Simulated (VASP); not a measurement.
# TiAl (P-6m2) in VASP: notebook, part 2 of 2

VASP 6.6.1. Earlier steps stand in the parts before.

## 3. Single point, PBEsol

This run uses another cell than the first one, of 15.15 Å³/atom.

File INCAR:

```
SYSTEM = TiAl
PREC = Accurate
ENCUT = 520
EDIFF = 1E-6
ISMEAR = 0
SIGMA = 0.15
LREAL = .False.
LASPH = .True.
NELM = 60
ALGO = Normal
ISIF = 2
LWAVE = .False.
LCHARG = .False.
GGA = PS
NBANDS = 14
```

File KPOINTS:

```
regular mesh
0
Gamma
  18 18 10
  0 0 0
```

File POSCAR:

```
TiAl
1.0
    2.7526000000      0.0000000000      0.0000000000
   -1.3763000000      2.3838215265      0.0000000000
    0.0000000000      0.0000000000      4.6191923846
Ti Al
1 1
Direct
    0.0000000000      0.0000000000      0.0000000000
    0.3333333333      0.6666666667      0.5000000000
```

Potentials or basis: VASP PAW PBE potentials, release 64 (Ti_sv, Al).

Launch:

```
$ cat potpaw_PBE.64/Ti_sv/POTCAR potpaw_PBE.64/Al/POTCAR > POTCAR
$ mpirun -np 1 vasp_std > vasp.out
```

OUTCAR:

```text
SYSTEM = TiAl
   PREC = Accurate
   ENCUT = 520
   EDIFF = 1E-6
   ISMEAR = 0
   LREAL = .False.
   LASPH = .True.
   NELM = 60
   ISIF = 2
   GGA = PS

 ion  position               nearest neighbor table
   1  0.000  0.000  0.000-   2 2.80   2 2.80   2 2.80   2 2.80   2 2.80   2 2.80
   2  0.333  0.667  0.500-   1 2.80   1 2.80   1 2.80   1 2.80   1 2.80   1 2.80

  LATTYP: Found a hexagonal cell.
 ALAT       =     2.7526000000
 C/A-ratio  =     1.6781197357

  Lattice vectors:

 A1 = (   2.7526000000,   0.0000000000,   0.0000000000)
 A2 = (  -1.3763000000,   2.3838215265,   0.0000000000)
 A3 = (   0.0000000000,   0.0000000000,   4.6191923846)

Analysis of symmetry for initial positions (statically):
=====================================================================
 Subroutine PRICEL returns:
 Original cell was already a primitive cell.

 Routine SETGRP: Setting up the symmetry group for a
 hexagonal supercell.

 Subroutine GETGRP returns: Found 12 space group operations
 (whereof 12 operations were pure point group operations)
 out of a pool of 24 trial point group operations.

The static configuration has the point symmetry D_3h.

[... 174 lines left out ...]
      6       6.2736      2.00000
      7       6.6877      2.00000
      8      10.2068      0.00000
      9      10.2068      0.00000
     10      11.9720      0.00000
     11      11.9720      0.00000
     12      12.8001      0.00000
     13      22.6123      0.00000
     14      22.6123      0.00000
[... 377 lines left out ...]
      1     -47.1318      2.00000
      2     -23.9468      2.00000
      3     -23.5851      2.00000
      4     -23.4001      2.00000
      5       4.4001      2.00000
      6       6.8677      2.00000
      7       7.1376      2.00000
      8       7.8906      2.00000
      9      10.5472      0.00000
     10      12.2141      0.00000
     11      13.3103      0.00000
     12      13.6356      0.00000
     13      14.8257      0.00000
     14      16.0778      0.00000

 [... further k-points ...]

------------------------ aborting loop because EDIFF is reached ----------------------------------------

  FORCE on cell =-STRESS in cart. coord.  units (eV):
  Direction    XX          YY          ZZ          XY          YZ          ZX
  --------------------------------------------------------------------------------------
  -------------------------------------------------------------------------------------
  Total        1.8604960      1.8604960      0.9480823      0.0000000      0.0000000      0.0000000
  in kB       98.3459386     98.3459386     50.1156926      0.0000000      0.0000000      0.0000000
  external PRESSURE =      82.2691899 kB  Pullay stress =       0.0000000 kB

 VOLUME and BASIS-vectors are now :
 -----------------------------------------------------------------------------
  energy-cutoff  :      520.00
  volume of cell :       30.31
      direct lattice vectors                 reciprocal lattice vectors
     2.752600000  0.000000000  0.000000000     0.363292887  0.209747246  0.000000000
    -1.376300000  2.383821526  0.000000000     0.000000000  0.419494492  0.000000000
     0.000000000  0.000000000  4.619192385     0.000000000  0.000000000  0.216488060

 POSITION                                       TOTAL-FORCE (eV/Angst)
 -----------------------------------------------------------------------------------
      0.00000      0.00000      0.00000        -0.000000     -0.000000      0.000000
     -0.00000      1.58921      2.30960         0.000000      0.000000      0.000000
 -----------------------------------------------------------------------------------
    total drift:                                0.000000     -0.000000      0.000000

  FREE ENERGIE OF THE ION-ELECTRON SYSTEM (eV)
  ---------------------------------------------------
  free  energy   TOTEN  =       -12.8853401214 eV

  energy  without entropy=      -12.8616621580  energy(sigma->0) =      -12.87350114
```

OSZICAR:

```text
N       E                     dE             d eps       ncg     rms          rms(c)
DAV:   1     0.101900403991E+03    0.10190E+03   -0.71352E+03  6216   0.110E+03
DAV:   2    -0.835851045620E+01   -0.11026E+03   -0.10574E+03  6498   0.306E+02
DAV:   3    -0.141036335177E+02   -0.57451E+01   -0.56170E+01  9384   0.666E+01
DAV:   4    -0.142719205709E+02   -0.16829E+00   -0.16813E+00  7028   0.101E+01
DAV:   5    -0.142781892507E+02   -0.62687E-02   -0.62683E-02  9348   0.182E+00    0.103E+01
DAV:   6    -0.131367705713E+02    0.11414E+01   -0.50369E+00  7118   0.291E+01    0.371E+00
DAV:   7    -0.129076043508E+02    0.22917E+00   -0.58828E-01  6864   0.891E+00    0.238E+00
DAV:   8    -0.128865743673E+02    0.21030E-01   -0.15193E-01  7230   0.442E+00    0.744E-01
DAV:   9    -0.128861572091E+02    0.41716E-03   -0.30658E-02  7064   0.255E+00    0.343E-01
DAV:  10    -0.128853268580E+02    0.83035E-03   -0.49521E-03  7170   0.894E-01    0.735E-02
DAV:  11    -0.128853471509E+02   -0.20293E-04   -0.39730E-04  7600   0.178E-01    0.475E-02
DAV:  12    -0.128853436011E+02    0.35498E-05   -0.19201E-05  7712   0.404E-02    0.285E-02
DAV:  13    -0.128853404511E+02    0.31500E-05   -0.42603E-06  7050   0.232E-02    0.611E-03
DAV:  14    -0.128853401214E+02    0.32969E-06   -0.50472E-07  3746   0.718E-03
   1 F= -.12885340E+02 E0= -.12873501E+02  d E =-.236780E-01
```

stdout:

```text
POSCAR found type information on POSCAR TiAl
 POSCAR found :  2 types and       2 ions
 scaLAPACK will be used
 -----------------------------------------------------------------------------
|                                                                             |
|                                                                             |
|     You enforced a specific xc type in the INCAR file but a different       |
|     I HOPE YOU KNOW WHAT YOU ARE DOING!                                     |
|                                                                             |
 -----------------------------------------------------------------------------

 LDA part: xc-table for (Slater+PW92), standard interpolation
 POSCAR, INCAR and KPOINTS ok, starting setup
 FFT: planning ... GRIDC
 FFT: planning ... GRID_SOFT
 FFT: planning ... GRID
 WAVECAR not read
 entering main loop
```

Wall time 1.7 min (1 thread of Intel Xeon 8259CL, shared host); peak memory 0.21 GiB.

Results:

* Free energy: -12.8853 eV
* Pressure: 8.2 GPa
* Band gap on the k mesh: zero (an odd number of electrons rules out a gap without spin polarisation)

Levels at points of the mesh, in eV from the Fermi level:
| k point | band 4 | band 5 | band 6 | band 7 | band 8 | band 9 | band 10 | band 11 |
| --- | --- | --- | --- | --- | --- | --- | --- | --- |
| (0.00, 0.00, 0.00) | -31.96 | -9.47 | -2.54 | -2.12 | 1.40 | 1.40 | 3.16 | 3.16 |
| (0.50, 0.00, 0.00) | -32.15 | -3.93 | -2.78 | -1.82 | -1.23 | 2.37 | 4.23 | 4.46 |
| (0.00, 0.00, 0.50) | -31.96 | -8.56 | -5.57 | -0.70 | 1.41 | 1.41 | 3.09 | 3.09 |
| (0.50, 0.00, 0.50) | -32.15 | -3.90 | -2.54 | -2.05 | 0.76 | 0.95 | 2.19 | 3.03 |

Caveat: the cell stands under pressure; the PAW data sets were made with another functional, which shifts forces and pressure a little.

## 4. Single point, PBEsol

This run uses another cell than the first one, of 16.31 Å³/atom.

File INCAR:

```
SYSTEM = TiAl
PREC     = Accurate       ! precision mode
ENCUT    = 520            ! plane-wave cutoff, eV
EDIFF    = 1E-7           ! SCF threshold, eV
ISMEAR   = 0              ! smearing method
SIGMA    = 0.15           ! smearing width, eV
LREAL    = .FALSE.        ! projectors in reciprocal space
LASPH    = .TRUE.         ! aspherical terms in the spheres
NELM     = 80             ! most SCF steps
ALGO     = Fast           ! electronic algorithm
ISIF     = 2              ! what is computed and relaxed
LWAVE    = .FALSE.        ! write WAVECAR
LCHARG   = .TRUE.         ! write CHGCAR
GGA      = PS             ! functional
LELF     = .TRUE.         ! ELF
LVHAR    = .TRUE.       
NBANDS   = 14             ! bands
```

File KPOINTS:

```
regular mesh
0
G
  18 18 10
  0 0 0
```

File POSCAR:

```
TiAl
1.0
    2.8001000000      0.0000000000      0.0000000000
   -1.4000500000      2.4249577331      0.0000000000
    0.0000000000      0.0000000000      4.8040000000
Ti Al
1 1
Direct
    0.0000000000      0.0000000000      0.0000000000
    0.3333333333      0.6666666667      0.5000000000
```

Launch:

```
$ cat potpaw_PBE.64/Ti_sv/POTCAR potpaw_PBE.64/Al/POTCAR > POTCAR
$ mpirun -np 1 vasp_std > vasp.out
```

It took 1.9 min on 1 thread of Intel Xeon 6975P-C (Granite Rapids), shared host; peak memory 0.23 GiB.

It converged, with:

```yaml
Free_energy: -12.9130 eV
Pressure: -1.0 GPa
Band_gap_on_the_k_mesh: zero (an odd number of electrons rules out a gap without spin polarisation)
```

Stress tensor (GPa, compression positive):
```
 2.07  0.00  0.00
 0.00  2.07  0.00
 0.00  0.00 -7.09
```

Levels at points of the mesh, in eV from the Fermi level:
| k point | band 3 | band 4 | band 5 | band 6 | band 7 | band 8 | band 9 | band 10 | band 11 | band 12 |
| --- | --- | --- | --- | --- | --- | --- | --- | --- | --- | --- |
| (0.00, 0.00, 0.00) | -32.18 | -32.18 | -9.16 | -2.56 | -2.25 | 1.31 | 1.31 | 2.96 | 2.96 | 3.37 |
| (0.50, 0.00, 0.00) | -32.57 | -32.35 | -3.71 | -2.73 | -1.65 | -1.15 | 2.25 | 3.95 | 4.00 | 4.23 |
| (0.00, 0.00, 0.50) | -32.18 | -32.18 | -8.37 | -5.44 | -0.75 | 1.32 | 1.32 | 2.91 | 2.91 | 6.01 |
| (0.50, 0.00, 0.50) | -32.58 | -32.35 | -3.65 | -2.50 | -1.93 | 0.64 | 0.89 | 2.10 | 2.59 | 4.23 |

Caveat: the stress differs along the axes, from -7 to 2 GPa; the PAW data sets were made with another functional, which shifts forces and pressure a little.

## 5. Single point, PBEsol

This run uses another cell than the first one, of 16.37 Å³/atom.

File INCAR:

```
  ALGO = Fast
  EDIFF = 1E-6
  ENCUT = 520
  GGA = PS
  ISIF = 2
  ISMEAR = 0
  LASPH = T
  LCHARG = F
  LREAL = F
  LWAVE = F
  NBANDS = 14
  NELM = 60
  PREC = Accurate
  SIGMA = 0.15
```

File KPOINTS:

```
k-points
0
Gamma
  18 18 10
```

File POSCAR:

```
TiAl
1.0
    2.7526000000      0.0000000000      0.0000000000
   -1.3763000000      2.3838215265      0.0000000000
    0.0000000000      0.0000000000      4.9887000000
Ti Al
1 1
Direct
    0.0000000000      0.0000000000      0.0000000000
    0.3333333333      0.6666666667      0.5000000000
```

Launch:

```
$ cat potpaw_PBE.64/Ti_sv/POTCAR potpaw_PBE.64/Al/POTCAR > POTCAR
$ mpirun -np 1 vasp_std > vasp.out
```

Wall time 80 s (1 thread of Intel Xeon 6975P-C (Granite Rapids), shared host); peak memory 0.22 GiB.

The run converged. Its results:

* Free energy: -12.8066 eV
* Pressure: -1.0 GPa
* Band gap on the k mesh: zero (an odd number of electrons rules out a gap without spin polarisation)

Stress tensor (GPa, compression positive):
```
  5.38   0.00   0.00
  0.00   5.38   0.00
  0.00   0.00 -13.88
```

Levels at points of the mesh, in eV from the Fermi level:
```tsv
k point	band 5	band 6	band 7	band 8	band 9	band 10
(0.00, 0.00, 0.00)	-9.32	-2.85	-2.68	1.28	1.28	2.67
(0.50, 0.00, 0.00)	-3.68	-2.65	-1.74	-1.34	2.32	3.70
(0.00, 0.00, 0.50)	-8.66	-5.58	-1.09	1.28	1.28	3.02
(0.50, 0.00, 0.50)	-3.61	-2.60	-2.04	0.67	0.86	2.09
```

Caveat: the stress differs along the axes, from -14 to 5 GPa; the PAW data sets were made with another functional, which shifts forces and pressure a little.

## 6. Single point, PBEsol

This run uses another cell than the first one, of 16.32 Å³/atom.

File INCAR:

```
SYSTEM = TiAl
PREC     = Accurate       ! precision mode
ENCUT    = 520            ! plane-wave cutoff, eV
EDIFF    = 1E-7           ! SCF threshold, eV
ISMEAR   = 0              ! smearing method
SIGMA    = 0.15           ! smearing width, eV
LREAL    = .FALSE.        ! projectors in reciprocal space
LASPH    = .TRUE.         ! aspherical terms in the spheres
NELM     = 80             ! most SCF steps
ALGO     = Fast           ! electronic algorithm
ISIF     = 2              ! what is computed and relaxed
LWAVE    = .FALSE.        ! write WAVECAR
LCHARG   = .TRUE.         ! write CHGCAR
GGA      = PS             ! functional
LELF     = .TRUE.         ! ELF
LVHAR    = .TRUE.       
NBANDS   = 14             ! bands
```

File KPOINTS:

```
regular mesh
0
G
  18 18 10
  0 0 0
```

File POSCAR:

```
TiAl
1.0
    2.8191000000      0.0000000000      0.0000000000
   -1.4095500000      2.4414122158      0.0000000000
    0.0000000000      0.0000000000      4.7424000000
Ti Al
1 1
Direct
    0.0000000000      0.0000000000      0.0000000000
    0.3333333333      0.6666666667      0.5000000000
```

Potentials or basis: VASP PAW PBE potentials, release 64 (Ti_sv, Al).

Launch:

```
$ cat potpaw_PBE.64/Ti_sv/POTCAR potpaw_PBE.64/Al/POTCAR > POTCAR
$ mpirun -np 1 vasp_std > vasp.out
```

It took 1.7 min on 1 thread of Intel Xeon 6975P-C (Granite Rapids), shared host; peak memory 0.23 GiB.

Results (log left out):

```yaml
Free_energy: -12.9328 eV
Pressure: -1.0 GPa
Band_gap_on_the_k_mesh: zero (an odd number of electrons rules out a gap without spin polarisation)
```

Stress tensor (GPa, compression positive):
```
 0.92  0.00  0.00
 0.00  0.92  0.00
 0.00  0.00 -4.85
```

Levels at points of the mesh, in eV from the Fermi level:
| k point | band 5 | band 6 | band 7 | band 8 | band 9 | band 10 |
| --- | --- | --- | --- | --- | --- | --- |
| (0.00, 0.00, 0.00) | -9.10 | -2.47 | -2.09 | 1.31 | 1.31 | 2.91 |
| (0.50, 0.00, 0.00) | -3.72 | -2.76 | -1.62 | -1.09 | 2.21 | 4.04 |
| (0.00, 0.00, 0.50) | -8.26 | -5.39 | -0.63 | 1.32 | 1.32 | 2.85 |
| (0.50, 0.00, 0.50) | -3.67 | -2.47 | -1.90 | 0.62 | 0.92 | 2.04 |

Caveat: the stress differs along the axes, from -5 to 1 GPa; the PAW data sets were made with another functional, which shifts forces and pressure a little.

## 7. Overview

```tsv
cell	gap on the mesh (eV)	pressure (GPa)
a = 2.942, b = 2.942, c = 4.065 Å, angles 90.0, 90.0, 120.0°, 2 atoms	none	12.1
a = 2.753, b = 2.753, c = 4.619 Å, angles 90.0, 90.0, 120.0°, 2 atoms	none	8.2
a = 2.800, b = 2.800, c = 4.804 Å, angles 90.0, 90.0, 120.0°, 2 atoms	none	-1.0
a = 2.753, b = 2.753, c = 4.989 Å, angles 90.0, 90.0, 120.0°, 2 atoms	none	-1.0
a = 2.819, b = 2.819, c = 4.742 Å, angles 90.0, 90.0, 120.0°, 2 atoms	none	-1.0
```

Alike in all rows: task single point; level PBEsol; potentials or basis VASP PAW PBE potentials, release 64 (Ti_sv, Al); no spin polarisation; k mesh 18 × 18 × 10; cutoff (eV) 520; smearing gaussian 0.15 eV.

Caveats: the PAW data sets were made with another functional, which shifts forces and pressure a little; the stress differs along the axes, from 4 to 28 GPa (at least some runs); the cell stands under pressure (at least some runs); the stress differs along the axes, from -7 to 2 GPa (at least some runs); the stress differs along the axes, from -14 to 5 GPa (at least some runs); the stress differs along the axes, from -5 to 1 GPa (at least some runs).

Total energies depend on the potentials used, so only differences within one code and one set of settings carry meaning.
